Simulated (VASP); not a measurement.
Write the native input for VASP 6.6.1 that does the following.

| Quantity | Value |
| --- | --- |
| Task | single point |
| Functional | LDA |
| Potentials or basis | VASP PAW LDA potentials, release 64 (Ti_sv, Al) |
| Cutoff | 520 eV |
| k mesh | 14 × 10 × 10 |
| Occupations | gaussian, width 0.1 eV |
| Spin | no spin polarisation |
| Dipole correction | no |
| Further INCAR settings | ALGO = Fast; EDIFF = 1e-07; NBANDS = 18 |

The structure of TiAl3 lies in POSCAR:

```
TiAl3
1.0
    2.8396770000      0.0000000000      0.0000000000
    0.0000000000      4.6812640000      0.0000000000
    0.0000000000      0.0000000000      4.9007420000
Ti Al
1 3
Direct
    0.0000000000      0.5000000000      0.1659160000
    0.5000000000      0.5000000000      0.6672710000
    0.5000000000      0.0000000000      0.3309120000
    0.0000000000      0.0000000000      0.8359000000
```

These files were run (other wordings do the same):

INCAR

```
PREC = Accurate ; ENCUT = 520
EDIFF = 1E-7 ; ISMEAR = 0
SIGMA = 0.1 ; LREAL = False
LASPH = True ; NELM = 60
ALGO = Fast ; ISIF = 2
LWAVE = False ; LCHARG = False
GGA = CA ; NBANDS = 18
```

KPOINTS

```
regular mesh
0
Gamma
  14 10 10
```

Potentials or basis: VASP PAW LDA potentials, release 64 (Ti_sv, Al).

Command:

```sh
$ cat potpaw_LDA.64/Ti_sv/POTCAR potpaw_LDA.64/Al/POTCAR > POTCAR
$ mpirun -np 1 vasp_std > vasp.out
```

Results of the run:

The pressure is -5.0 GPa. The largest force is 0.085 eV/Å and the band gap on the k mesh is zero (an odd number of electrons rules out a gap without spin polarisation).

Caveat: the cell stands under tension.

It took 6.5 min on 1 thread of Intel(R) Xeon(R) Platinum 8488C (Sapphire Rapids), with other jobs on the host, peak memory 0.4 GiB.
